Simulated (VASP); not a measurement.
## Mo: single point with r2SCAN

Crystal: Mo.

```
CELL_PARAMETERS angstrom
-1.57100 1.50030 1.57100
1.57100 -1.50030 1.57100
1.57100 1.50030 -1.57100
ATOMIC_POSITIONS crystal
Mo 0.00000 0.00000 0.00000
```

This cell differs from its parent crystal: strain -0.0450 x Voigt [0, 1, 0, 0, 0, 0].

- Program: VASP 6.6.1
- Task: single point
- Functional: r2SCAN
- Potentials or basis: VASP PAW PBE potentials, release 64 (Mo_sv)
- Cutoff: 520 eV
- k mesh: 22 × 22 × 22
- Occupations: gaussian, width 0.15 eV
- Spin: no spin polarisation

| Quantity | Value |
| --- | --- |
| Pressure | 18.2 GPa |
| Band gap on the k mesh | zero (bands 7 and 8 overlap by 5.89 eV) |

Stress tensor (GPa, compression positive):
```
12.50  0.00  0.00
 0.00 29.72  0.00
 0.00  0.00 12.50
```

Levels at points of the mesh, in eV from the Fermi level:
```csv
k point,band 4,band 5,band 6,band 7,band 8,band 9,band 10,band 11
"(0.00, 0.00, 0.00)",-35.57,-7.84,-1.94,-1.32,-1.32,1.56,2.37,15.24
"(0.50, 0.00, 0.00)",-35.63,-5.98,-4.08,1.96,2.08,3.06,5.33,12.57
"(0.00, 0.50, 0.00)",-35.57,-5.90,-3.42,1.48,1.53,2.51,5.24,12.70
"(0.50, 0.50, 0.50)",-36.67,-6.18,-6.06,4.40,4.40,4.57,9.50,9.50
```

Wall time 7.3 min on 1 thread of Intel(R) Xeon(R) Platinum 8375C CPU @ 2.90GHz (Ice Lake), on a shared host, peak memory 0.26 GiB.

Caveat: the cell differs from its parent crystal (strain -0.0450 x Voigt [0, 1, 0, 0, 0, 0]); the stress differs along the axes, from 12 to 30 GPa; the PAW data sets were made with another functional, which shifts forces and pressure a little.
